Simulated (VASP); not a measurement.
# Y (Fm-3m) in VASP: a series of runs

The runs below take Y through single point, with PBEsol, BLYP, r2SCAN.

Program: VASP 6.6.1. These are calculated values, not measurements. Logs are shortened: lines on timing, memory, paths and dates and some standing lists are left out, and cuts for length are marked.

### 1 The cell of the first run

Symmetry: Fm-3m, No. 225, cubic system. The conventional cell has a = 4.970 Å, b = 4.970 Å, c = 4.970 Å, α = 90.00°, β = 90.00°, γ = 90.00°. Within 4.6 Å of Y (site symmetry m-3m) lie 12 Y at 3.51 Å.

This isn't the form of Y at room conditions, which is hcp.

### 2 Single point, PBEsol

File INCAR:

```
SYSTEM = Y
  ALGO = Normal
  EDIFF = 1E-6
  ENCUT = 520
  GGA = PS
  ISIF = 2
  ISMEAR = -1
  LASPH = .TRUE.
  LCHARG = .TRUE.
  LELF = .TRUE.
  LREAL = .FALSE.
  LVHAR = .TRUE.
  LWAVE = .FALSE.
  NBANDS = 12
  NELM = 100
  PREC = Accurate
  SIGMA = 0.05
```

File KPOINTS:

```
k-points
0
G
  8 8 8
  0 0 0
```

File POSCAR:

```
Y
1.0
    3.5143210000      0.0000000000      0.0000000000
    1.7571605000      3.0434912631      0.0000000000
    1.7571605000      1.0144970877      2.8694310808
Y
1
Direct
    0.0000000000      0.0000000000      0.0000000000
```

Potentials or basis: VASP PAW PBE potentials, release 64 (Y_sv).

Launch:

```bash
cat potpaw_PBE.64/Y_sv/POTCAR > POTCAR
mpirun -np 1 vasp_std > vasp.out
```

OUTCAR:

```text
SYSTEM = Y
   EDIFF = 1E-6
   ENCUT = 520
   GGA = PS
   ISIF = 2
   ISMEAR = -1
   LASPH = .TRUE.
   LREAL = .FALSE.
   NELM = 100
   PREC = Accurate

 ion  position               nearest neighbor table
   1  0.000  0.000  0.000-

  LATTYP: Found a face centered cubic cell.
 ALAT       =     4.9700004208

  Lattice vectors:

 A1 = (   3.5143210000,   0.0000000000,   0.0000000000)
 A2 = (   1.7571605000,   3.0434912631,   0.0000000000)
 A3 = (   1.7571605000,   1.0144970877,   2.8694310808)

Analysis of symmetry for initial positions (statically):
=====================================================================
 Subroutine PRICEL returns:
 Original cell was already a primitive cell.

 Routine SETGRP: Setting up the symmetry group for a
 face centered cubic supercell.

 Subroutine GETGRP returns: Found 48 space group operations
 (whereof 48 operations were pure point group operations)
 out of a pool of 48 trial point group operations.

The static configuration has the point symmetry O_h .

Analysis of symmetry for dynamics (positions and initial velocities):
=====================================================================
 Subroutine PRICEL returns:
 Original cell was already a primitive cell.

 Routine SETGRP: Setting up the symmetry group for a
 face centered cubic supercell.

 Subroutine GETGRP returns: Found 48 space group operations
 (whereof 48 operations were pure point group operations)
 out of a pool of 48 trial point group operations.

The dynamic configuration has the point symmetry O_h .

 Subroutine INISYM returns: Found 48 space group operations
 (whereof 48 operations are pure point group operations),
 and found     1 'primitive' translations

----------------------------------------------------------------------------------------

                                     Primitive cell

  volume of cell :      30.6909

  direct lattice vectors                    reciprocal lattice vectors
     3.514321000  0.000000000  0.000000000     0.284549988 -0.164285012 -0.116167046
     1.757160500  3.043491263  0.000000000     0.000000000  0.328570025 -0.116167046
     1.757160500  1.014497088  2.869431081     0.000000000  0.000000000  0.348501139

  length of vectors
     3.514321000  3.514321000  3.514321000     0.348501139  0.348501139  0.348501139

  position of ions in fractional coordinates (direct lattice)
     0.000000000  0.000000000  0.000000000

  ion indices of the primitive-cell ions
   primitive index   ion index
                 1           1

----------------------------------------------------------------------------------------

 KPOINTS: k-points

Automatic generation of k-mesh.
 Grid dimensions read from file:
 generate k-points for:    8    8    8

 Generating k-lattice:

  Cartesian coordinates                     Fractional coordinates (reciprocal lattice)
     0.035568749 -0.020535627 -0.014520881     0.125000000  0.000000000  0.000000000
     0.000000000  0.041071253 -0.014520881     0.000000000  0.125000000  0.000000000
     0.000000000  0.000000000  0.043562642     0.000000000  0.000000000  0.125000000

  Length of vectors
     0.043562642  0.043562642  0.043562642

  Shift w.r.t. Gamma in fractional coordinates (k-lattice)
     0.000000000  0.000000000  0.000000000

 Subroutine IBZKPT returns following result:
 ===========================================

 Found     29 irreducible k-points:

 Following reciprocal coordinates:
            Coordinates               Weight
  0.000000  0.000000  0.000000      1.000000
  0.125000  0.000000 -0.000000      8.000000
  0.250000  0.000000 -0.000000      8.000000
  0.375000  0.000000 -0.000000      8.000000
  0.500000  0.000000 -0.000000      4.000000
  0.125000  0.125000 -0.000000      6.000000
[... 16 lines left out ...]
  0.500000  0.250000  0.125000     48.000000
 -0.375000  0.250000  0.125000     24.000000
 [... further k-points ...]
   k-points           NKPTS =     29   k-points in BZ     NKDIM =     29   number of bands    NBANDS=     12
   number of dos      NEDOS =    301   number of ions     NIONS =      1
   total plane-waves  NPLWV =  21952
   dimension x,y,z NGX =    28 NGY =   28 NGZ =   28
   dimension x,y,z NGXF=    56 NGYF=   56 NGZF=   56
   ions per type =               1
   NGX,Y,Z   is equivalent  to a cutoff of  13.25, 13.25, 13.25 a.u.
   NGXF,Y,Z  is equivalent  to a cutoff of  26.49, 26.49, 26.49 a.u.
 SYSTEM =  Y
   PREC   = accura    normal or accurate (medium, high low for compatibility)
   ISTART =      0    job   : 0-new  1-cont  2-samecut
   ICHARG =      2    charge: 1-file 2-atom 10-const
   ISPIN  =      1    spin polarized calculation?
   LNONCOLLINEAR =      F non collinear calculations
   LSORBIT =      F    spin-orbit coupling
   LASPH  =      T    aspherical Exc in radial PAW
   ENCUT  =  520.0 eV  38.22 Ry    6.18 a.u.   6.53  6.53  6.53*2*pi/ulx,y,z
   NELM   =    100;   NELMIN=  2; NELMDL= -5     # of ELM steps
   EDIFF  = 0.1E-05   stopping-criterion for ELM
   LREAL  =      F    real-space projection
   EDIFFG = 0.1E-04   stopping-criterion for IOM
   NSW    =      0    number of steps for IOM
   IBRION =     -1    ionic relax: 0-MD 1-quasi-New 2-CG
   NFREE  =      0    steps in history (QN), initial steepest desc. (CG)
   ISIF   =      2    stress and relaxation
   ISYM   =      2    0-nonsym 1-usesym 2-fastsym
   POTIM  = 0.5000    time-step for ionic-motion
   TEBEG  =    0.0;   TEEND  =   0.0 temperature during run
   PSTRESS=    0.0 pullay stress
   NELECT =      11.0000    total number of electrons
   NUPDOWN=      -1.0000    fix difference up-down
   EMIN   =  10.00;   EMAX   =-10.00  energy-range for DOS
   EFERMI =   0.00;   METHOD = LEGACY
   ISMEAR =    -1;   SIGMA  =   0.05  broadening in eV -4-tet -1-fermi 0-gaus
   EFERMI_NEDOS =   21; number of points for ismear=-14 and -15
   IALGO  =     38    algorithm
   IMIX   =      4    mixing-type and parameters
     AMIX     =   0.40;   BMIX     =  1.00
     AMIX_MAG =   1.60;   BMIX_MAG =  1.00
  volume/ion in A,a.u.               =      30.69       207.11
  Fermi-wavevector in a.u.,A,eV,Ry     =   1.162883  2.197530 18.399111  1.352297
  Thomas-Fermi vector in A             =   2.299439
   LORBIT       =      0    0 simple, 1 ext, 2 COOP (PROOUT), +10 PAW based schemes
   GGA     = PS    functional components
   LHFCALC =     F    Hartree Fock is set to
   AEXX    =    0.0000 exact exchange contribution
   IVDW    =     0    specifies the selected vdW correction
   LEPSILON=     F    determine dielectric tensor
   LRPA    =     F    only Hartree local field effects (RPA)
 non-spin polarized calculation
  energy-cutoff  :      520.00
  volume of cell :       30.69
 maximum number of plane-waves:       869
 NGX is ok and might be reduce to    28
   NGX = 13   NGY = 13   NGZ = 13

 number of electron      10.9999999 magnetization

 Free energy of the ion-electron system (eV)
  ---------------------------------------------------
  ext. energy  EPLUGINS =         0.00000000
  ---------------------------------------------------
  free energy    TOTEN  =        -6.81167163 eV

  energy without entropy =       -6.80278999  energy(sigma->0) =       -6.80723081

 E-fermi :   3.2461     XC(G=0):  -9.8006

 val. band max:        3.1268919566   @ k =  -0.3750   0.2500   0.1250
 cond. band min:       3.3113006648   @ k =   0.5000   0.2500   0.1250
 fundamental gap:      0.1844087081
 Fermi energy:         3.2461203409

 k-point     1 :       0.0000    0.0000    0.0000
  band No.  band energies     occupation
      1     -39.1893      2.00000
      2     -18.8562      2.00000
      3     -18.8562      2.00000
      4     -18.8562      2.00000
      5      -1.5910      2.00000
      6       5.1009      0.00000
      7       5.1009      0.00000
      8       5.1009      0.00000
      9       7.2623      0.00000
     10       7.2623      0.00000
     11      12.4147      0.00000
     12      15.8490      0.00000

 k-point     2 :       0.1250    0.0000   -0.0000
  band No.  band energies     occupation
      1     -39.1769      2.00000
      2     -18.9639      2.00000
      3     -18.8695      2.00000
      4     -18.8695      2.00000
      5      -1.1826      2.00000
      6       4.6794      0.00000
      7       5.2753      0.00000
      8       5.2753      0.00000
      9       7.0793      0.00000
     10       7.0793      0.00000
     11      13.2669      0.00000
     12      14.5328      0.00000

 k-point     3 :       0.2500    0.0000   -0.0000
  band No.  band energies     occupation
      1     -39.1469      2.00000
      2     -19.2152      2.00000
      3     -18.9016      2.00000
      4     -18.9016      2.00000
      5      -0.1467      2.00000
      6       3.9981      0.00000
      7       5.3657      0.00000
      8       5.3657      0.00000
      9       7.2303      0.00000
     10       7.2303      0.00000
     11      12.6361      0.00000
     12      15.1673      0.00000

 k-point     4 :       0.3750    0.0000   -0.0000
  band No.  band energies     occupation
      1     -39.1168      2.00000
      2     -19.4554      2.00000
      3     -18.9334      2.00000
      4     -18.9334      2.00000
      5       0.8732      2.00000
      6       3.8370      0.00001
      7       5.0717      0.00000
      8       5.0717      0.00000
      9       8.1971      0.00000
     10       8.1971      0.00000
     11      11.6939      0.00000
     12      13.6288      0.00000

 k-point     5 :       0.5000    0.0000   -0.0000
  band No.  band energies     occupation
      1     -39.1042      2.00000
      2     -19.5519      2.00000
      3     -18.9464      2.00000
      4     -18.9464      2.00000
      5       1.1970      2.00000
      6       4.0789      0.00000
      7       4.9180      0.00000
      8       4.9180      0.00000
      9       8.8426      0.00000
     10       8.8426      0.00000
     11      11.5925      0.00000
     12      12.1745      0.00000

 k-point     6 :       0.1250    0.1250   -0.0000
  band No.  band energies     occupation
      1     -39.1728      2.00000
      2     -18.9614      2.00000
      3     -18.8929      2.00000
      4     -18.8929      2.00000
      5      -1.0474      2.00000
      6       4.4758      0.00000
      7       5.4183      0.00000
      8       5.4183      0.00000
      9       6.4855      0.00000
     10       7.4562      0.00000
     11      13.6326      0.00000
     12      15.2078      0.00000

 k-point     7 :       0.2500    0.1250   -0.0000
  band No.  band energies     occupation
      1     -39.1487      2.00000
      2     -19.1471      2.00000
      3     -18.9320      2.00000
      4     -18.9218      2.00000
      5      -0.2104      2.00000
      6       3.8916      0.00000
      7       5.3258      0.00000
      8       5.6869      0.00000
      9       6.4243      0.00000
     10       7.6975      0.00000
     11      13.8699      0.00000
     12      15.2600      0.00000

 k-point     8 :       0.3750    0.1250   -0.0000
  band No.  band energies     occupation
      1     -39.1186      2.00000
      2     -19.3761      2.00000
      3     -18.9669      2.00000
      4     -18.9636      2.00000
      5       0.9063      2.00000
      6       3.5475      0.00481
      7       4.7310      0.00000
      8       5.5283      0.00000
      9       7.5801      0.00000
     10       8.4509      0.00000
     11      12.5054      0.00000
     12      14.4450      0.00000
[... 166 lines left out ...]
 k-point    20 :      -0.3750    0.3750    0.0000
  band No.  band energies     occupation
      1     -39.0787      2.00000
      2     -19.3947      2.00000
      3     -19.2571      2.00000
      4     -19.0508      2.00000
      5       2.1818      2.00000
      6       2.7524      1.99990
      7       4.4375      0.00000
      8       7.0474      0.00000
      9       8.5488      0.00000
     10       9.3700      0.00000
     11      11.3702      0.00000
     12      13.4544      0.00000

 k-point    21 :       0.5000    0.5000   -0.0000
  band No.  band energies     occupation
      1     -39.0765      2.00000
      2     -19.5058      2.00000
      3     -19.1026      2.00000
      4     -19.1026      2.00000
      5       1.3791      2.00000
      6       2.2738      2.00000
      7       5.6164      0.00000
      8       8.8555      0.00000
      9       9.2991      0.00000
     10       9.2991      0.00000
     11      11.4373      0.00000
     12      11.4373      0.00000

 k-point    22 :       0.3750    0.2500    0.1250
  band No.  band energies     occupation
      1     -39.1246      2.00000
      2     -19.2740      2.00000
      3     -19.0300      2.00000
      4     -18.9441      2.00000
      5       0.7069      2.00000
      6       3.4717      0.02173
      7       4.6236      0.00000
      8       6.3014      0.00000
      9       6.4618      0.00000
     10       8.5057      0.00000
     11      13.8186      0.00000
     12      15.8198      0.00000

 k-point    23 :       0.5000    0.2500    0.1250
  band No.  band energies     occupation
      1     -39.1003      2.00000
      2     -19.4015      2.00000
      3     -19.1066      2.00000
      4     -18.9832      2.00000
      5       1.7568      2.00000
      6       3.3113      0.42712
      7       4.0251      0.00000
      8       5.9947      0.00000
      9       7.6551      0.00000
     10       9.5156      0.00000
     11      12.0523      0.00000
     12      14.7475      0.00000

 k-point    24 :      -0.3750    0.2500    0.1250
  band No.  band energies     occupation
      1     -39.0903      2.00000
      2     -19.4558      2.00000
      3     -19.1307      2.00000
      4     -19.0044      2.00000
      5       2.2020      2.00000
      6       3.1269      1.83129
      7       4.1696      0.00000
      8       5.8036      0.00000
      9       8.4110      0.00000
     10       9.8800      0.00000
     11      10.8201      0.00000
     12      14.4353      0.00000

 [... further k-points ...]
[... 5 lines left out ...]
  --------------------------------------------------------------------------------------
  -------------------------------------------------------------------------------------
  Total        0.0013587      0.0013587      0.0013587     -0.0000000     -0.0000000     -0.0000000
  in kB        0.0709273      0.0709273      0.0709273     -0.0000000     -0.0000000     -0.0000000
  external PRESSURE =       0.0709273 kB  Pullay stress =       0.0000000 kB

 VOLUME and BASIS-vectors are now :
 -----------------------------------------------------------------------------
  energy-cutoff  :      520.00
  volume of cell :       30.69
      direct lattice vectors                 reciprocal lattice vectors
     3.514321000  0.000000000  0.000000000     0.284549988 -0.164285012 -0.116167046
     1.757160500  3.043491263  0.000000000     0.000000000  0.328570025 -0.116167046
     1.757160500  1.014497088  2.869431081     0.000000000  0.000000000  0.348501139

 POSITION                                       TOTAL-FORCE (eV/Angst)
 -----------------------------------------------------------------------------------
      0.00000      0.00000      0.00000        -0.000000     -0.000000      0.000000
 -----------------------------------------------------------------------------------
    total drift:                               -0.000000     -0.000000      0.000000

  FREE ENERGIE OF THE ION-ELECTRON SYSTEM (eV)
  ---------------------------------------------------
  free  energy   TOTEN  =        -6.8116716298 eV

  energy  without entropy=       -6.8027899935  energy(sigma->0) =       -6.80723081
```

Wall time 33 s (1 thread of AMD EPYC 7R13, shared host); peak memory 0.14 GiB.

What came out:

- Free energy: -6.8117 eV
- Pressure: 0.0 GPa
- Band gap on the k mesh: zero (an odd number of electrons rules out a gap without spin polarisation)

Caveat: the PAW data sets were made with another functional, which shifts forces and pressure a little.

[end of part 1 of 2]
